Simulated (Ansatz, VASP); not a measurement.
# ZrC in VASP and in Ansatz

```
Zr C
1.0
     3.36472    0.00000    0.00000
    -1.68236    2.91393    0.00000
     0.00000    0.00000    5.32056
Zr C
2 2
Direct
  0.33333 0.66667 0.25000
  0.66667 0.33333 0.75000
  0.00000 0.00000 0.00000
  0.00000 0.00000 0.50000
```

Alike in both runs: functional r2SCAN; k mesh 18 × 18 × 10; occupations gaussian, width 0.1 eV; no spin polarisation.

Ansatz relaxed the structure, and its values are those at the end. VASP's run is a single point on that final structure, the one shown.

|  | VASP | Ansatz |
| --- | --- | --- |
| version | VASP 6.6.1 | Ansatz 0.2.0 |
| potentials or method | VASP PAW PBE potentials, release 64 (Zr_sv, C), cutoff 520 eV | scalar-relativistic, plane waves, PAW |
| valence electrons in the cell | 32 | 32 |

VASP gave:

- gap on the k mesh at the Fermi level (eV): none
- pressure (GPa): 0.2

Which values does Ansatz return?

gap on the k mesh at the Fermi level (eV): none; pressure (GPa): 0.0.

VASP's potentials were made for PBE, not for r2SCAN. A gap of «none» marks a metal or a gap that the smearing closes.
